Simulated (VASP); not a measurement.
# SnO (C2) in VASP: single point with PBEsol+D3(BJ)

Aim: the single point of SnO with PBEsol+D3(BJ).

Program: VASP 6.6.1. These are calculated values, not measurements. Logs are shortened: lines on timing, memory, paths and dates and some standing lists are left out, and cuts for length are marked.

**1. The cell of the first run**

It takes space group C2 (No. 5, monoclinic). Conventional cell: a = 5.332 Å, b = 5.332 Å, c = 4.563 Å, α = 90.00°, β = 90.00°, γ = 90.00°. Within 2.6 Å of Sn (site symmetry 1) lie 4 O at 1.97 to 2.51 Å. Within 2.8 Å of O (site symmetry 2) lie 4 Sn at 1.97 to 2.51 Å and 3 O at 2.22 to 2.70 Å. Within 2.9 Å of O (site symmetry 2) lie 4 Sn at 2.21 Å and 3 O at 2.22 to 2.70 Å.

**2. Single point, PBEsol+D3(BJ) (atom 3 (O) moved -0.450 Å towards its neighbour atom 4 (O) at 2.666 Å)**

Input file INCAR:

```
SYSTEM = SnO
PREC = Accurate
ENCUT = 600
EDIFF = 1E-6
ISMEAR = 0
SIGMA = 0.15
LREAL = .False.
LASPH = .True.
NELM = 120
ALGO = Normal
ISIF = 2
LWAVE = .False.
LCHARG = .False.
GGA = PS
IVDW = 12
NBANDS = 28
GGA_COMPAT = .False.
```

Input file KPOINTS:

```
Automatic mesh
0
Gamma
  12 12 10
  0 0 0
```

Input file POSCAR:

```
SnO
1.0
    3.7703910616      0.0000000000      0.0000000000
    0.0000000000      3.7703910616      0.0000000000
    0.0000000000      0.0000000000      4.5633702865
Sn O
2 2
Direct
    0.0000000000      0.5000000000      0.2532585894
    0.5000000000      0.0000000000      0.7467414106
    0.0843939120      0.0843939120      0.0000000000
    0.5000000000      0.5000000000      0.0000000000
```

Potentials or basis: VASP PAW PBE potentials, release 64 (Sn_d, O).

Command:

```bash
$ cat potpaw_PBE.64/Sn_d/POTCAR potpaw_PBE.64/O/POTCAR > POTCAR
$ mpirun -np 1 vasp_std > vasp.out
```

OUTCAR:

```text
SYSTEM = SnO
   PREC = Accurate
   ENCUT = 600
   EDIFF = 1E-6
   ISMEAR = 0
   LREAL = .False.
   LASPH = .True.
   NELM = 120
   ISIF = 2
   GGA = PS
   IVDW = 12
 IVDW          = 12

 ion  position               nearest neighbor table
   1  0.000  0.500  0.253-   3 1.97   4 2.21   4 2.21   3 2.51   2 3.49   2 3.49   2 3.49   2 3.49
                             2 3.53   2 3.53   2 3.53   2 3.53
   2  0.500  0.000  0.747-   3 1.97   4 2.21   4 2.21   3 2.51   1 3.49   1 3.49   1 3.49   1 3.49
                             1 3.53   1 3.53   1 3.53   1 3.53
   3  0.084  0.084  0.000-   1 1.97   2 1.97   1 2.51   2 2.51
   4  0.500  0.500  0.000-   1 2.21   2 2.21   2 2.21   1 2.21

  LATTYP: Found a simple tetragonal cell.
 ALAT       =     3.7703910616
 C/A-ratio  =     1.2103175007

  Lattice vectors:

 A1 = (   3.7703910616,   0.0000000000,   0.0000000000)
 A2 = (   0.0000000000,   3.7703910616,   0.0000000000)
 A3 = (   0.0000000000,   0.0000000000,   4.5633702865)

Analysis of symmetry for initial positions (statically):
=====================================================================
 Subroutine PRICEL returns:
 Original cell was already a primitive cell.

 Routine SETGRP: Setting up the symmetry group for a
 simple tetragonal supercell.

 Subroutine GETGRP returns: Found  2 space group operations
 (whereof  2 operations were pure point group operations)
 out of a pool of 16 trial point group operations.

The static configuration has the point symmetry C_2 .

Analysis of symmetry for dynamics (positions and initial velocities):
=====================================================================
 Subroutine PRICEL returns:
 Original cell was already a primitive cell.

 Routine SETGRP: Setting up the symmetry group for a
 simple tetragonal supercell.

 Subroutine GETGRP returns: Found  2 space group operations
 (whereof  2 operations were pure point group operations)
 out of a pool of 16 trial point group operations.

The dynamic configuration has the point symmetry C_2 .

 Subroutine INISYM returns: Found  2 space group operations
 (whereof  2 operations are pure point group operations),
 and found     1 'primitive' translations

----------------------------------------------------------------------------------------

                                     Primitive cell

  volume of cell :      64.8722

  direct lattice vectors                    reciprocal lattice vectors
     3.770391062  0.000000000  0.000000000     0.265224478  0.000000000  0.000000000
     0.000000000  3.770391062  0.000000000     0.000000000  0.265224478  0.000000000
     0.000000000  0.000000000  4.563370286     0.000000000  0.000000000  0.219136282

  length of vectors
     3.770391062  3.770391062  4.563370286     0.265224478  0.265224478  0.219136282

  position of ions in fractional coordinates (direct lattice)
     0.000000000  0.500000000  0.253258589
     0.500000000  0.000000000  0.746741411
     0.084393912  0.084393912  0.000000000
     0.500000000  0.500000000  0.000000000

  ion indices of the primitive-cell ions
   primitive index   ion index
                 1           1
                 2           2
                 3           3
                 4           4

----------------------------------------------------------------------------------------

 KPOINTS: Automatic mesh

Automatic generation of k-mesh.
 Grid dimensions read from file:
 generate k-points for:   12   12   10

 Generating k-lattice:

  Cartesian coordinates                     Fractional coordinates (reciprocal lattice)
     0.022102040  0.000000000  0.000000000     0.083333333  0.000000000  0.000000000
     0.000000000  0.022102040  0.000000000     0.000000000  0.083333333  0.000000000
     0.000000000  0.000000000  0.021913628     0.000000000  0.000000000  0.100000000

  Length of vectors
     0.022102040  0.022102040  0.021913628

  Shift w.r.t. Gamma in fractional coordinates (k-lattice)
     0.000000000  0.000000000  0.000000000

 Subroutine IBZKPT returns following result:
 ===========================================

 Found    398 irreducible k-points:

 Following reciprocal coordinates:
            Coordinates               Weight
  0.000000  0.000000  0.000000      1.000000
  0.083333  0.000000  0.000000      4.000000
  0.166667  0.000000  0.000000      4.000000
  0.250000  0.000000  0.000000      4.000000
  0.333333  0.000000  0.000000      4.000000
  0.416667  0.000000  0.000000      4.000000
[... 16 lines left out ...]
  0.333333  0.166667  0.000000      4.000000
 -0.166667  0.333333  0.000000      4.000000
 [... further k-points ...]
   k-points           NKPTS =    398   k-points in BZ     NKDIM =    398   number of bands    NBANDS=     28
   number of dos      NEDOS =    301   number of ions     NIONS =      4
   total plane-waves  NPLWV =  32400
   dimension x,y,z NGX =    30 NGY =   30 NGZ =   36
   dimension x,y,z NGXF=    60 NGYF=   60 NGZF=   72
   ions per type =               2   2
   NGX,Y,Z   is equivalent  to a cutoff of  13.23, 13.23, 13.11 a.u.
   NGXF,Y,Z  is equivalent  to a cutoff of  26.46, 26.46, 26.23 a.u.
 SYSTEM =  SnO
   PREC   = accura    normal or accurate (medium, high low for compatibility)
   ISTART =      0    job   : 0-new  1-cont  2-samecut
   ICHARG =      2    charge: 1-file 2-atom 10-const
   ISPIN  =      1    spin polarized calculation?
   LNONCOLLINEAR =      F non collinear calculations
   LSORBIT =      F    spin-orbit coupling
   LASPH  =      T    aspherical Exc in radial PAW
   ENCUT  =  600.0 eV  44.10 Ry    6.64 a.u.   7.53  7.53  9.11*2*pi/ulx,y,z
   NELM   =    120;   NELMIN=  2; NELMDL= -5     # of ELM steps
   EDIFF  = 0.1E-05   stopping-criterion for ELM
   LREAL  =      F    real-space projection
   EDIFFG = 0.1E-04   stopping-criterion for IOM
   NSW    =      0    number of steps for IOM
   IBRION =     -1    ionic relax: 0-MD 1-quasi-New 2-CG
   NFREE  =      0    steps in history (QN), initial steepest desc. (CG)
   ISIF   =      2    stress and relaxation
   ISYM   =      2    0-nonsym 1-usesym 2-fastsym
   POTIM  = 0.5000    time-step for ionic-motion
   TEBEG  =    0.0;   TEEND  =   0.0 temperature during run
   PSTRESS=    0.0 pullay stress
   NELECT =      40.0000    total number of electrons
   NUPDOWN=      -1.0000    fix difference up-down
   EMIN   =  10.00;   EMAX   =-10.00  energy-range for DOS
   EFERMI =   0.00;   METHOD = LEGACY
   ISMEAR =     0;   SIGMA  =   0.15  broadening in eV -4-tet -1-fermi 0-gaus
   EFERMI_NEDOS =   21; number of points for ismear=-14 and -15
   IALGO  =     38    algorithm
   IMIX   =      4    mixing-type and parameters
     AMIX     =   0.40;   BMIX     =  1.00
     AMIX_MAG =   1.60;   BMIX_MAG =  1.00
  volume/ion in A,a.u.               =      16.22       109.44
  Fermi-wavevector in a.u.,A,eV,Ry     =   1.393398  2.633141 26.416518  1.941559
  Thomas-Fermi vector in A             =   2.517048
   LORBIT       =      0    0 simple, 1 ext, 2 COOP (PROOUT), +10 PAW based schemes
   GGA     = PS    functional components
   LHFCALC =     F    Hartree Fock is set to
   AEXX    =    0.0000 exact exchange contribution
   IVDW    =    12    specifies the selected vdW correction
   LEPSILON=     F    determine dielectric tensor
   LRPA    =     F    only Hartree local field effects (RPA)
 non-spin polarized calculation
 Gauss-broadening in eV      SIGMA  =   0.15
  energy-cutoff  :      600.00
  volume of cell :       64.87
 maximum number of plane-waves:      2198
   NGX = 15   NGY = 15   NGZ = 19

 number of electron      40.0000021 magnetization

 Free energy of the ion-electron system (eV)
  ---------------------------------------------------
  ext. energy  EPLUGINS =         0.00000000
  ---------------------------------------------------
  free energy    TOTEN  =       -23.21505891 eV

  energy without entropy =      -23.21129982  energy(sigma->0) =      -23.21317937

 E-fermi :   7.9662     XC(G=0): -10.9170

 val. band max:        7.9584647813   @ k =   0.4167   0.4167   0.1000
 cond. band min:       7.9778064812   @ k =   0.0833   0.0833   0.1000
 fundamental gap:      0.0193416999
 Fermi energy:         7.9661879534

 k-point     1 :       0.0000    0.0000    0.0000
  band No.  band energies     occupation
      1     -14.2888      2.00000
      2     -13.8905      2.00000
      3     -13.6682      2.00000
      4     -13.6254      2.00000
      5     -13.6083      2.00000
      6     -13.5732      2.00000
[... 20 lines left out ...]
     27      14.7192      0.00000
     28      15.6832      0.00000

 k-point     2 :       0.0833    0.0000    0.0000
  band No.  band energies     occupation
      1     -14.2905      2.00000
      2     -13.8921      2.00000
      3     -13.6665      2.00000
      4     -13.6242      2.00000
      5     -13.6087      2.00000
      6     -13.5717      2.00000
[... 20 lines left out ...]
     27      15.2051      0.00000
     28      15.7756      0.00000

 k-point     3 :       0.1667    0.0000    0.0000
  band No.  band energies     occupation
      1     -14.2952      2.00000
      2     -13.8985      2.00000
      3     -13.6615      2.00000
      4     -13.6227      2.00000
      5     -13.6081      2.00000
      6     -13.5691      2.00000
[... 20 lines left out ...]
     27      15.4438      0.00000
     28      16.7697      0.00000

 k-point     4 :       0.2500    0.0000    0.0000
  band No.  band energies     occupation
      1     -14.3023      2.00000
      2     -13.9119      2.00000
      3     -13.6541      2.00000
      4     -13.6216      2.00000
      5     -13.6048      2.00000
      6     -13.5701      2.00000
[... 578 lines left out ...]
     27      16.5755      0.00000
     28      16.8201      0.00000

 k-point    23 :       0.3333    0.1667    0.0000
  band No.  band energies     occupation
      1     -14.3502      2.00000
      2     -13.9259      2.00000
      3     -13.6308      2.00000
      4     -13.6134      2.00000
      5     -13.5912      2.00000
      6     -13.5676      2.00000
[... 20 lines left out ...]
     27      16.0847      0.00000
     28      17.0572      0.00000

 k-point    24 :      -0.1667    0.3333    0.0000
  band No.  band energies     occupation
      1     -14.3105      2.00000
      2     -13.9720      2.00000
      3     -13.6533      2.00000
      4     -13.6025      2.00000
      5     -13.5935      2.00000
      6     -13.5870      2.00000
[... 20 lines left out ...]
     27      16.4094      0.00000
     28      16.7460      0.00000

 [... further k-points ...]

------------------------ aborting loop because EDIFF is reached ----------------------------------------

 Edisp (eV)   -0.93344

 E8    (eV) :    -0.6177

  FORCE on cell =-STRESS in cart. coord.  units (eV):
  Direction    XX          YY          ZZ          XY          YZ          ZX
  --------------------------------------------------------------------------------------
  -------------------------------------------------------------------------------------
  Total       3.44054     3.44054     1.99639     1.04802     2.07370    -2.07370
  in kB      84.97247    84.97247    49.30584    25.88339    51.21514   -51.21501
  external pressure =       73.08 kB  Pullay stress =        0.00 kB

 VOLUME and BASIS-vectors are now :
 -----------------------------------------------------------------------------
  energy-cutoff  :      600.00
  volume of cell :       64.87
      direct lattice vectors                 reciprocal lattice vectors
     3.770391062  0.000000000  0.000000000     0.265224478  0.000000000  0.000000000
     0.000000000  3.770391062  0.000000000     0.000000000  0.265224478  0.000000000
     0.000000000  0.000000000  4.563370286     0.000000000  0.000000000  0.219136282

 POSITION                                       TOTAL-FORCE (eV/Angst)
 -----------------------------------------------------------------------------------
      0.00000      1.88520      1.15571        -0.055202      1.438006      0.905318
      1.88520      0.00000      3.40766         1.438006     -0.055202     -0.905318
      0.31820      0.31820      0.00000        -3.306262     -3.306262      0.000000
      1.88520      1.88520      0.00000         1.923459      1.923459      0.000000
 -----------------------------------------------------------------------------------
    total drift:                               -0.000200     -0.000200      0.000000

  FREE ENERGIE OF THE ION-ELECTRON SYSTEM (eV)
  ---------------------------------------------------
  free  energy   TOTEN  =       -24.1485011019 eV

  energy  without entropy=      -24.1447420166  energy(sigma->0) =      -24.14662156
```

It took 7.1 min on 1 thread of AMD EPYC 9R45 (Zen 5), shared host; peak memory 0.72 GiB.

What came out:

- Free energy: -24.1485 eV
- Pressure: 7.3 GPa
- Largest force: 4.676 eV/Å
- Band gap on the k mesh: zero (bands 20 and 21 overlap by 0.65 eV)
- Dispersion energy per atom: -0.233 eV

Forces on the atoms (eV/Å):
```
Sn  -0.055  1.438  0.905
Sn   1.438 -0.055 -0.905
O   -3.306 -3.306  0.000
O    1.923  1.923  0.000
```

Levels at points of the mesh, in eV from the Fermi level:
```csv
k point,band 17,band 18,band 19,band 20,band 21,band 22,band 23,band 24
"(0.00, 0.00, 0.00)",-3.99,-3.42,-2.62,0.13,1.84,3.84,4.56,5.56
"(0.50, 0.00, 0.00)",-5.06,-4.26,-3.13,-2.62,2.57,3.88,5.48,5.64
"(0.50, 0.50, 0.00)",-2.65,-2.46,-2.06,-1.96,-0.52,-0.24,4.13,4.39
"(0.00, 0.00, 0.50)",-3.53,-2.70,-2.55,-2.44,1.88,2.31,3.30,3.35
"(0.50, 0.00, 0.50)",-5.19,-4.03,-2.10,-1.56,2.58,2.76,4.76,5.18
"(0.50, 0.50, 0.50)",-3.22,-3.09,-2.57,-2.16,1.88,2.19,3.28,4.64
```

Caveat: the cell differs from its parent crystal (atom 3 (O) moved -0.450 Å towards its neighbour atom 4 (O) at 2.666 Å); the cell stands under pressure; semilocal functionals underestimate gaps, and a narrow one can read as zero; the PAW data sets were made with another functional, which shifts forces and pressure a little; spin-orbit coupling is left out, which moves the levels of the heavy elements.
